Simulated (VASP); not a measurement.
Input of a VASP 6.6.1 run:

File INCAR:

```
ALGO = Normal
EDIFF = 1E-6
ENCUT = 500
GGA = PE
GGA_COMPAT = False
ISIF = 2
ISMEAR = 0
IVDW = 12
LASPH = True
LCHARG = False
LREAL = False
LWAVE = False
NBANDS = 20
NELM = 120
PREC = Accurate
SIGMA = 0.02
```

The input KPOINTS:

```
k-points
0
Gamma
  12 12 6
```

The input POSCAR:

```
SnSe2
1.0
    3.8400433021      0.0000000000      0.0000000000
   -1.9200216511      3.3255750513      0.0000000000
    0.0000000000      0.0000000000      6.0099097605
Sn Se
1 2
Direct
    0.0000000000      0.0000000000      0.0000000000
    0.3333333333      0.6666666667      0.2651331237
    0.6666666667      0.3333333333      0.7348668763
```

Potentials or basis: VASP PAW PBE potentials, release 64 (Sn_d, Se).

The run is started by

```sh
$ cat potpaw_PBE.64/Sn_d/POTCAR potpaw_PBE.64/Se/POTCAR > POTCAR
$ mpirun -np 1 vasp_std > vasp.out
```

Question: Predict the band gap on the k mesh.

Answer: 0.34 eV (least direct gap 0.81 eV).

Question: What does it give for the pressure?

Answer: 0.1 GPa.

Question: What does it give for the largest force?

Answer: 0.015 eV/Å.

Forces in eV/Å, atoms in the order of the input:
```
Sn   0.000  0.000  0.000
Se   0.000  0.000  0.015
Se   0.000  0.000 -0.015
```

Caveat: spin-orbit coupling is left out, which moves the levels of the heavy elements. A k mesh can miss the band edges.
